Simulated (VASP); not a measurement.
# Sc (R-3m) in VASP: further runs

The runs below take Sc through electric field gradients, with PBEsol.

Everything below comes from runs of VASP 6.6.1. Logs are shortened: lines on timing, memory, paths and dates and some standing lists are left out, and cuts for length are marked.

### Step 1. The cell of the first run

The structure is trigonal, space group R-3m (No. 166). Conventional cell: a = 3.195 Å, b = 3.195 Å, c = 7.944 Å, α = 90.00°, β = 90.00°, γ = 120.00°. Sc (site symmetry -3m) has 12 Sc at 3.19 to 3.23 Å within 4.2 Å.

### Step 2. Electric field gradients, PBEsol (equal xy, yz and zx shear strains of +1 %)

The input, INCAR:

```
SYSTEM = Sc
ALGO = Normal ; EDIFF = 1E-8
ENCUT = 520 ; GGA = PS
ISIF = 2 ; ISMEAR = -1
LASPH = .TRUE. ; LCHARG = .FALSE.
LEFG = .TRUE. ; LREAL = .FALSE.
LWAVE = .FALSE. ; NBANDS = 12
NELM = 80 ; PREC = Accurate
SIGMA = 0.03
```

The input, KPOINTS:

```
k-points
0
G
  12 12 12
  0 0 0
```

The input, POSCAR:

```
Sc
1.0
    0.0227050000      2.2818525000      2.2818525000
    2.2818525000      0.0227050000      2.2818525000
    2.2818525000      2.2818525000      0.0227050000
Sc
1
Direct
    0.0000000000      0.0000000000      0.0000000000
```

Potentials or basis: VASP PAW PBE potentials, release 64 (Sc_sv).

On the command line:

```
$ cat potpaw_PBE.64/Sc_sv/POTCAR > POTCAR
$ mpirun -np 1 vasp_std > vasp.out
```

OUTCAR:

```text
SYSTEM = Sc
   EDIFF = 1E-8
   ENCUT = 520
   GGA = PS
   ISIF = 2
   ISMEAR = -1
   LASPH = .TRUE.
   LREAL = .FALSE.
   NELM = 80
   PREC = Accurate

 ion  position               nearest neighbor table
   1  0.000  0.000  0.000-

  LATTYP: Found a trigonal (rhomboedric) cell.
 ALAT       =     3.2271066268
 COS(alpha) =     0.5099250056

  Lattice vectors:

 A1 = (   0.0227050000,   2.2818525000,   2.2818525000)
 A2 = (   2.2818525000,   0.0227050000,   2.2818525000)
 A3 = (   2.2818525000,   2.2818525000,   0.0227050000)

Analysis of symmetry for initial positions (statically):
=====================================================================
 Subroutine PRICEL returns:
 Original cell was already a primitive cell.

 Routine SETGRP: Setting up the symmetry group for a
 trigonal (rhombohedral) supercell.

 Subroutine GETGRP returns: Found 12 space group operations
 (whereof 12 operations were pure point group operations)
 out of a pool of 12 trial point group operations.

The static configuration has the point symmetry D_3d.

Analysis of symmetry for dynamics (positions and initial velocities):
=====================================================================
 Subroutine PRICEL returns:
 Original cell was already a primitive cell.

 Routine SETGRP: Setting up the symmetry group for a
 trigonal (rhombohedral) supercell.

 Subroutine GETGRP returns: Found 12 space group operations
 (whereof 12 operations were pure point group operations)
 out of a pool of 12 trial point group operations.

The dynamic configuration has the point symmetry D_3d.

 Subroutine INISYM returns: Found 12 space group operations
 (whereof 12 operations are pure point group operations),
 and found     1 'primitive' translations

----------------------------------------------------------------------------------------

                                     Primitive cell

  volume of cell :      23.4079

  direct lattice vectors                    reciprocal lattice vectors
     0.022705000  2.281852500  2.281852500    -0.222418079  0.220226768  0.220226768
     2.281852500  0.022705000  2.281852500     0.220226768 -0.222418079  0.220226768
     2.281852500  2.281852500  0.022705000     0.220226768  0.220226768 -0.222418079

  length of vectors
     3.227106627  3.227106627  3.227106627     0.382713288  0.382713288  0.382713288

  position of ions in fractional coordinates (direct lattice)
     0.000000000  0.000000000  0.000000000

  ion indices of the primitive-cell ions
   primitive index   ion index
                 1           1

----------------------------------------------------------------------------------------

 KPOINTS: k-points

Automatic generation of k-mesh.
 Grid dimensions read from file:
 generate k-points for:   12   12   12

 Generating k-lattice:

  Cartesian coordinates                     Fractional coordinates (reciprocal lattice)
    -0.018534840  0.018352231  0.018352231     0.083333333  0.000000000  0.000000000
     0.018352231 -0.018534840  0.018352231     0.000000000  0.083333333  0.000000000
     0.018352231  0.018352231 -0.018534840     0.000000000  0.000000000  0.083333333

  Length of vectors
     0.031892774  0.031892774  0.031892774

  Shift w.r.t. Gamma in fractional coordinates (k-lattice)
     0.000000000  0.000000000  0.000000000

 Subroutine IBZKPT returns following result:
 ===========================================

 Found    189 irreducible k-points:

 Following reciprocal coordinates:
            Coordinates               Weight
  0.000000  0.000000  0.000000      1.000000
  0.083333 -0.000000 -0.000000      6.000000
  0.166667 -0.000000 -0.000000      6.000000
  0.250000  0.000000 -0.000000      6.000000
  0.333333  0.000000  0.000000      6.000000
  0.416667  0.000000  0.000000      6.000000
[... 16 lines left out ...]
  0.500000  0.166667 -0.000000     12.000000
 -0.416667  0.166667 -0.000000     12.000000
 [... further k-points ...]
   k-points           NKPTS =    189   k-points in BZ     NKDIM =    189   number of bands    NBANDS=     12
   number of dos      NEDOS =    301   number of ions     NIONS =      1
   total plane-waves  NPLWV =  13824
   dimension x,y,z NGX =    24 NGY =   24 NGZ =   24
   dimension x,y,z NGXF=    48 NGYF=   48 NGZF=   48
   ions per type =               1
   NGX,Y,Z   is equivalent  to a cutoff of  12.36, 12.36, 12.36 a.u.
   NGXF,Y,Z  is equivalent  to a cutoff of  24.73, 24.73, 24.73 a.u.
 SYSTEM =  Sc
   PREC   = accura    normal or accurate (medium, high low for compatibility)
   ISTART =      0    job   : 0-new  1-cont  2-samecut
   ICHARG =      2    charge: 1-file 2-atom 10-const
   ISPIN  =      1    spin polarized calculation?
   LNONCOLLINEAR =      F non collinear calculations
   LSORBIT =      F    spin-orbit coupling
   LASPH  =      T    aspherical Exc in radial PAW
   ENCUT  =  520.0 eV  38.22 Ry    6.18 a.u.   6.00  6.00  6.00*2*pi/ulx,y,z
   NELM   =     80;   NELMIN=  2; NELMDL= -5     # of ELM steps
   EDIFF  = 0.1E-07   stopping-criterion for ELM
   LREAL  =      F    real-space projection
   EDIFFG = 0.1E-06   stopping-criterion for IOM
   NSW    =      0    number of steps for IOM
   IBRION =     -1    ionic relax: 0-MD 1-quasi-New 2-CG
   NFREE  =      0    steps in history (QN), initial steepest desc. (CG)
   ISIF   =      2    stress and relaxation
   ISYM   =      2    0-nonsym 1-usesym 2-fastsym
   POTIM  = 0.5000    time-step for ionic-motion
   TEBEG  =    0.0;   TEEND  =   0.0 temperature during run
   PSTRESS=    0.0 pullay stress
   NELECT =      11.0000    total number of electrons
   NUPDOWN=      -1.0000    fix difference up-down
   EMIN   =  10.00;   EMAX   =-10.00  energy-range for DOS
   EFERMI =   0.00;   METHOD = LEGACY
   ISMEAR =    -1;   SIGMA  =   0.03  broadening in eV -4-tet -1-fermi 0-gaus
   EFERMI_NEDOS =   21; number of points for ismear=-14 and -15
   IALGO  =     38    algorithm
   IMIX   =      4    mixing-type and parameters
     AMIX     =   0.40;   BMIX     =  1.00
     AMIX_MAG =   1.60;   BMIX_MAG =  1.00
  volume/ion in A,a.u.               =      23.41       157.96
  Fermi-wavevector in a.u.,A,eV,Ry     =   1.272775  2.405196 22.040850  1.619957
  Thomas-Fermi vector in A             =   2.405635
   LORBIT       =      0    0 simple, 1 ext, 2 COOP (PROOUT), +10 PAW based schemes
   GGA     = PS    functional components
   LHFCALC =     F    Hartree Fock is set to
   AEXX    =    0.0000 exact exchange contribution
   IVDW    =     0    specifies the selected vdW correction
   LEPSILON=     F    determine dielectric tensor
   LRPA    =     F    only Hartree local field effects (RPA)
 non-spin polarized calculation
  energy-cutoff  :      520.00
  volume of cell :       23.41
 maximum number of plane-waves:       642
   NGX = 11   NGY = 11   NGZ = 11

 number of electron      10.9999998 magnetization

 Free energy of the ion-electron system (eV)
  ---------------------------------------------------
  ext. energy  EPLUGINS =         0.00000000
  ---------------------------------------------------
  free energy    TOTEN  =        -6.56105470 eV

  energy without entropy =       -6.55593700  energy(sigma->0) =       -6.55849585

 E-fermi :   3.9423     XC(G=0): -10.2004

 val. band max:        3.9398172398   @ k =  -0.4167   0.3333   0.3333
 cond. band min:       3.9524990144   @ k =  -0.4167   0.1667   0.0833
 fundamental gap:      0.0126817746
 Fermi energy:         3.9423033460

 k-point     1 :       0.0000    0.0000    0.0000
  band No.  band energies     occupation
      1     -45.1478      2.00000
      2     -23.6243      2.00000
      3     -23.6145      2.00000
      4     -23.6145      2.00000
      5      -1.3532      2.00000
      6       5.4965      0.00000
      7       5.6289      0.00000
      8       5.6289      0.00000
      9       7.0690      0.00000
     10       7.0690      0.00000
     11      16.7429      0.00000
     12      20.0775      0.00000

 k-point     2 :       0.0833   -0.0000   -0.0000
  band No.  band energies     occupation
      1     -45.1426      2.00000
      2     -23.6495      2.00000
      3     -23.6271      2.00000
      4     -23.6191      2.00000
      5      -1.1673      2.00000
      6       5.4632      0.00000
      7       5.5895      0.00000
      8       5.7034      0.00000
      9       7.0164      0.00000
     10       7.0185      0.00000
     11      16.9297      0.00000
     12      19.0553      0.00000

 k-point     3 :       0.1667   -0.0000   -0.0000
  band No.  band energies     occupation
      1     -45.1285      2.00000
      2     -23.7401      2.00000
      3     -23.6385      2.00000
      4     -23.6315      2.00000
      5      -0.6338      2.00000
      6       5.1216      0.00000
      7       5.7163      0.00000
      8       5.8551      0.00000
      9       6.9481      0.00000
     10       6.9561      0.00000
     11      16.7007      0.00000
     12      17.6160      0.00000
[... 286 lines left out ...]
 k-point    23 :       0.5000    0.1667   -0.0000
  band No.  band energies     occupation
      1     -45.0647      2.00000
      2     -24.0480      2.00000
      3     -23.7527      2.00000
      4     -23.7106      2.00000
      5       2.5129      2.00000
      6       3.8734      1.81711
      7       5.0714      0.00000
      8       5.9158      0.00000
      9       8.0601      0.00000
     10       8.5201      0.00000
     11      11.3082      0.00000
     12      16.0155      0.00000

 k-point    24 :      -0.4167    0.1667   -0.0000
  band No.  band energies     occupation
      1     -45.0631      2.00000
      2     -24.0541      2.00000
      3     -23.7683      2.00000
      4     -23.7005      2.00000
      5       2.6474      2.00000
      6       3.9106      1.48356
      7       5.0351      0.00000
      8       5.8549      0.00000
      9       7.8122      0.00000
     10       8.8575      0.00000
     11      11.1283      0.00000
     12      15.6507      0.00000

 [... further k-points ...]

------------------------ aborting loop because EDIFF is reached ----------------------------------------

  FORCE on cell =-STRESS in cart. coord.  units (eV):
  Direction    XX          YY          ZZ          XY          YZ          ZX
  --------------------------------------------------------------------------------------
  -------------------------------------------------------------------------------------
  Total        0.0683786      0.0683786      0.0683786     -0.0561383     -0.0561383     -0.0561383
  in kB        4.6802439      4.6802439      4.6802439     -3.8424436     -3.8424436     -3.8424436
  external PRESSURE =       4.6802439 kB  Pullay stress =       0.0000000 kB

 VOLUME and BASIS-vectors are now :
 -----------------------------------------------------------------------------
  energy-cutoff  :      520.00
  volume of cell :       23.41
      direct lattice vectors                 reciprocal lattice vectors
     0.022705000  2.281852500  2.281852500    -0.222418079  0.220226768  0.220226768
     2.281852500  0.022705000  2.281852500     0.220226768 -0.222418079  0.220226768
     2.281852500  2.281852500  0.022705000     0.220226768  0.220226768 -0.222418079

 POSITION                                       TOTAL-FORCE (eV/Angst)
 -----------------------------------------------------------------------------------
      0.00000      0.00000      0.00000        -0.000000      0.000000     -0.000000
 -----------------------------------------------------------------------------------
    total drift:                                0.000000      0.000000     -0.000000

  FREE ENERGIE OF THE ION-ELECTRON SYSTEM (eV)
  ---------------------------------------------------
  free  energy   TOTEN  =        -6.5610547027 eV

  energy  without entropy=       -6.5559369955  energy(sigma->0) =       -6.55849585

 Electric field gradients (V/A^2)
---------------------------------------------------------------------
 ion       V_xx      V_yy      V_zz      V_xy      V_xz      V_yz
---------------------------------------------------------------------
   1      -0.000     0.000    -0.000    -2.158    -2.158    -2.158
---------------------------------------------------------------------

 Electric field gradients after diagonalization (V/A^2)
 (convention: |V_zz| > |V_xx| > |V_yy|)
----------------------------------------------------------------------
 ion       V_xx      V_yy      V_zz     asymmetry (V_yy - V_xx)/ V_zz
----------------------------------------------------------------------
   1       2.158     2.158    -4.317       0.000
----------------------------------------------------------------------

           NMR quadrupolar parameters

 Cq : quadrupolar parameter    Cq=e*Q*V_zz/h
 eta: asymmetry parameters     (V_yy - V_xx)/ V_zz
 Q  : nuclear electric quadrupole moment in mb (millibarn)
----------------------------------------------------------------------
 ion       Cq(MHz)       eta       Q (mb)
----------------------------------------------------------------------
   1      -0.010       0.000       1.000
----------------------------------------------------------------------
```

It took 17 s on 1 thread of Intel Xeon Platinum 8488C (Sapphire Rapids), shared host; peak memory 0.17 GiB.

Results:

* Free energy: -6.5611 eV
* Pressure: 0.5 GPa

Electric field gradients, principal values (V/Å²):
```csv
atom,least,middle,greatest (by size)
1 Sc,2.158,2.158,-4.317
```

Caveat: the cell differs from its parent crystal (equal xy, yz and zx shear strains of +1 %); without QUAD_EFG the Cq values of the log hold for a quadrupole moment of 1 mb, not for the nuclei; the PAW data sets were made with another functional, which shifts forces and pressure a little.

(Continued in part 2 of 2.)
